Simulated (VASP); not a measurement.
# MoS2 (P4_2/mnm) in VASP: single point with PBE

Aim: the single point of MoS2 with PBE.

Everything below comes from runs of VASP 6.6.1. Logs are shortened: lines on timing, memory, paths and dates and some standing lists are left out, and cuts for length are marked.

### 1 The cell of the first run

Symmetry: P4_2/mnm, No. 136, tetragonal system. The conventional cell has a = 5.870 Å, b = 5.870 Å, c = 3.236 Å, α = 90.00°, β = 90.00°, γ = 90.00°. Within 3.1 Å of Mo (site symmetry mmm) lie 6 S at 2.38 to 2.40 Å. Within 3.1 Å of S (site symmetry m2m) lie 3 Mo at 2.38 to 2.40 Å.

### 2 Single point, PBE, collinear spin

INCAR reads:

```
  ALGO = Normal
  EDIFF = 1E-6
  ENCUT = 520
  GGA = PE
  ISIF = 2
  ISMEAR = 0
  ISPIN = 2
  KPAR = 4
  LASPH = True
  LCHARG = False
  LMAXMIX = 4
  LORBIT = 11
  LREAL = False
  LWAVE = False
  MAGMOM = 0.81 0.81 0 0 0 0
  NBANDS = 39
  NELM = 150
  PREC = Accurate
  SIGMA = 0.1
```

KPOINTS reads:

```
k-points
0
Gamma
  8 8 10
```

POSCAR reads:

```
MoS2
1.0
    5.8704927327      0.0000000000      0.0000000000
    0.0000000000      5.8704927327      0.0000000000
    0.0000000000      0.0000000000      3.2359484854
Mo S
2 4
Direct
    0.0000000000      0.0000000000      0.0000000000
    0.5000000000      0.5000000000      0.5000000000
    0.2871048757      0.2871048757      0.0000000000
    0.2128951243      0.7871048757      0.5000000000
    0.7128951243      0.7128951243      0.0000000000
    0.7871048757      0.2128951243      0.5000000000
```

Potentials or basis: VASP PAW PBE potentials, release 64 (Mo_sv, S).

The run is started by

```
$ cat potpaw_PBE.64/Mo_sv/POTCAR potpaw_PBE.64/S/POTCAR > POTCAR
$ mpirun -np 4 vasp_std > vasp.out
```

OUTCAR:

```text
EDIFF = 1E-6
   ENCUT = 520
   GGA = PE
   ISIF = 2
   ISMEAR = 0
   ISPIN = 2
   LASPH = True
   LORBIT = 11
   LREAL = False
   NELM = 150
   PREC = Accurate

 ion  position               nearest neighbor table
   1  0.000  0.000  0.000-   3 2.38   5 2.38   4 2.40   6 2.40   4 2.40   6 2.40
   2  0.500  0.500  0.500-   4 2.38   6 2.38   5 2.40   3 2.40   3 2.40   5 2.40
   3  0.287  0.287  0.000-   1 2.38   2 2.40   2 2.40
   4  0.213  0.787  0.500-   2 2.38   1 2.40   1 2.40
   5  0.713  0.713  0.000-   1 2.38   2 2.40   2 2.40
   6  0.787  0.213  0.500-   2 2.38   1 2.40   1 2.40

  LATTYP: Found a simple tetragonal cell.
 ALAT       =     5.8704927327
 C/A-ratio  =     0.5512226371

  Lattice vectors:

 A1 = (   5.8704927327,   0.0000000000,   0.0000000000)
 A2 = (   0.0000000000,   5.8704927327,   0.0000000000)
 A3 = (   0.0000000000,   0.0000000000,   3.2359484854)

Analysis of symmetry for initial positions (statically):
=====================================================================
 Subroutine PRICEL returns:
 Original cell was already a primitive cell.

 Routine SETGRP: Setting up the symmetry group for a
 simple tetragonal supercell.

 Subroutine GETGRP returns: Found 16 space group operations
 (whereof  8 operations were pure point group operations)
 out of a pool of 16 trial point group operations.

The static configuration has the point symmetry D_2h.
 The point group associated with its full space group is D_4h.

Analysis of symmetry for dynamics (positions and initial velocities):
=====================================================================
 Subroutine PRICEL returns:
 Original cell was already a primitive cell.

 Routine SETGRP: Setting up the symmetry group for a
 simple tetragonal supercell.

 Subroutine GETGRP returns: Found 16 space group operations
 (whereof  8 operations were pure point group operations)
 out of a pool of 16 trial point group operations.

The dynamic configuration has the point symmetry D_2h.
 The point group associated with its full space group is D_4h.

Analysis of structural, dynamic, and magnetic symmetry:
=====================================================================
 Subroutine PRICEL returns:
 Original cell was already a primitive cell.

 Routine SETGRP: Setting up the symmetry group for a
 simple tetragonal supercell.

 Subroutine GETGRP returns: Found 16 space group operations
 (whereof  8 operations were pure point group operations)
 out of a pool of 16 trial point group operations.

The overall configuration has the point symmetry D_2h.
 The point group associated with its full space group is D_4h.

 Subroutine INISYM returns: Found 16 space group operations
[... 147 lines left out ...]

 Free energy of the ion-electron system (eV)
  ---------------------------------------------------
  ext. energy  EPLUGINS =         0.00000000
  ---------------------------------------------------
  free energy    TOTEN  =       -41.23815525 eV

  energy without entropy =      -41.22079658  energy(sigma->0) =      -41.22947591

 E-fermi :   6.8890     XC(G=0): -10.6413

 val. band max:        6.8829291142   @ k =   0.1250   0.1250   0.3000
 cond. band min:       6.8898580555   @ k =   0.2500   0.1250   0.1000
 fundamental gap:      0.0069289413
 Fermi energy:         6.8889601575

 spin component 1

 k-point     1 :       0.0000    0.0000    0.0000
  band No.  band energies     occupation
      1     -54.6060      1.00000
      2     -54.6052      1.00000
      3     -28.7363      1.00000
      4     -28.7363      1.00000
      5     -28.7100      1.00000
      6     -28.7100      1.00000
[... 973 lines left out ...]
     37      15.2695      0.00000
     38      15.2695      0.00000

 [... further k-points ...]

 spin component 2

 k-point     1 :       0.0000    0.0000    0.0000
  band No.  band energies     occupation
      1     -54.6060      1.00000
      2     -54.6052      1.00000
      3     -28.7363      1.00000
      4     -28.7363      1.00000
      5     -28.7100      1.00000
      6     -28.7100      1.00000
[... 973 lines left out ...]
     37      15.2695      0.00000
     38      15.2695      0.00000

 [... further k-points ...]

 [bands above 38 left out]

------------------------ aborting loop because EDIFF is reached ----------------------------------------

  FORCE on cell =-STRESS in cart. coord.  units (eV):
  Direction    XX          YY          ZZ          XY          YZ          ZX
  --------------------------------------------------------------------------------------
  -------------------------------------------------------------------------------------
  Total        0.0035569      0.0035569     -0.0442110      0.0000000      0.0000000      0.0000000
  in kB        0.0511012      0.0511012     -0.6351706      0.0000000      0.0000000      0.0000000
  external PRESSURE =      -0.1776561 kB  Pullay stress =       0.0000000 kB

 VOLUME and BASIS-vectors are now :
 -----------------------------------------------------------------------------
  energy-cutoff  :      520.00
  volume of cell :      111.52
      direct lattice vectors                 reciprocal lattice vectors
     5.870492733  0.000000000  0.000000000     0.170343453  0.000000000  0.000000000
     0.000000000  5.870492733  0.000000000     0.000000000  0.170343453  0.000000000
     0.000000000  0.000000000  3.235948485     0.000000000  0.000000000  0.309028405

 POSITION                                       TOTAL-FORCE (eV/Angst)
 -----------------------------------------------------------------------------------
      0.00000      0.00000      0.00000         0.000000     -0.000000      0.000000
      2.93525      2.93525      1.61797         0.000000     -0.000000      0.000000
      1.68545      1.68545      0.00000        -0.000796     -0.000796      0.000000
      1.24980      4.62069      1.61797         0.000796     -0.000796      0.000000
      4.18505      4.18505      0.00000         0.000796      0.000796     -0.000000
      4.62069      1.24980      1.61797        -0.000796      0.000796     -0.000000
 -----------------------------------------------------------------------------------
    total drift:                               -0.000000     -0.000000     -0.000000

  FREE ENERGIE OF THE ION-ELECTRON SYSTEM (eV)
  ---------------------------------------------------
  free  energy   TOTEN  =       -41.2381552470 eV

  energy  without entropy=      -41.2207965822  energy(sigma->0) =      -41.22947591

 total charge

# of ion       s       p       d       tot
------------------------------------------
    1        2.287   6.205   3.892  12.384
    2        2.287   6.205   3.892  12.384
    3        1.339   2.370   0.000   3.709
    4        1.339   2.370   0.000   3.709
    5        1.339   2.370   0.000   3.709
    6        1.339   2.370   0.000   3.709
--------------------------------------------------
tot          9.930  21.889   7.784  39.603

 magnetization (x)

# of ion       s       p       d       tot
------------------------------------------
    1       -0.000  -0.000  -0.000  -0.000
    2       -0.000  -0.000  -0.000  -0.000
    3        0.000   0.000   0.000   0.000
    4        0.000   0.000   0.000   0.000
    5        0.000   0.000   0.000   0.000
    6        0.000   0.000   0.000   0.000
--------------------------------------------------
tot         -0.000   0.000  -0.000  -0.000
```

It took 6 min on 4 MPI ranks of Oxide Virtual Turin-like, shared host; peak memory 0.61 GiB.

Results:

```yaml
Free_energy: -41.2382 eV
Pressure: 0.0 GPa
Band_gap_on_the_k_mesh: zero (filled and empty bands overlap)
Net_moment: 0.00 μB per cell
Valence_electrons_inside_the_program's_atomic_spheres: Mo 12.38; S 3.71
```

Levels at points of the mesh, in eV from the Fermi level:
Spin up:
```csv
k point,band 22,band 23,band 24,band 25,band 26,band 27,band 28,band 29,band 30,band 31
"(0.00, 0.00, 0.00)",-1.54,-1.37,-0.84,-0.84,-0.32,-0.32,-0.12,0.38,1.71,2.09
"(0.50, 0.00, 0.00)",-1.66,-1.64,-1.64,-0.77,-0.77,0.92,0.92,1.03,1.03,3.37
"(0.50, 0.50, 0.00)",-2.16,-2.01,-2.01,-0.85,-0.85,-0.30,-0.30,1.92,1.92,3.12
"(0.00, 0.00, 0.50)",-3.26,-2.54,-2.54,0.49,0.49,1.11,1.11,1.62,1.62,2.05
"(0.50, 0.00, 0.50)",-3.12,-1.62,-1.62,-1.40,-1.40,1.39,1.39,1.53,1.53,2.33
"(0.50, 0.50, 0.50)",-2.40,-1.51,-1.51,0.09,0.09,0.13,0.13,1.52,1.52,3.36
```
Spin down:
| k point | band 24 | band 25 | band 26 | band 27 | band 28 | band 29 |
| --- | --- | --- | --- | --- | --- | --- |
| (0.00, 0.00, 0.00) | -0.84 | -0.84 | -0.32 | -0.32 | -0.12 | 0.38 |
| (0.50, 0.00, 0.00) | -1.64 | -0.77 | -0.77 | 0.92 | 0.92 | 1.03 |
| (0.50, 0.50, 0.00) | -2.01 | -0.85 | -0.85 | -0.30 | -0.30 | 1.92 |
| (0.00, 0.00, 0.50) | -2.54 | 0.49 | 0.49 | 1.11 | 1.11 | 1.62 |
| (0.50, 0.00, 0.50) | -1.62 | -1.40 | -1.40 | 1.39 | 1.39 | 1.53 |
| (0.50, 0.50, 0.50) | -1.51 | 0.09 | 0.09 | 0.13 | 0.13 | 1.52 |
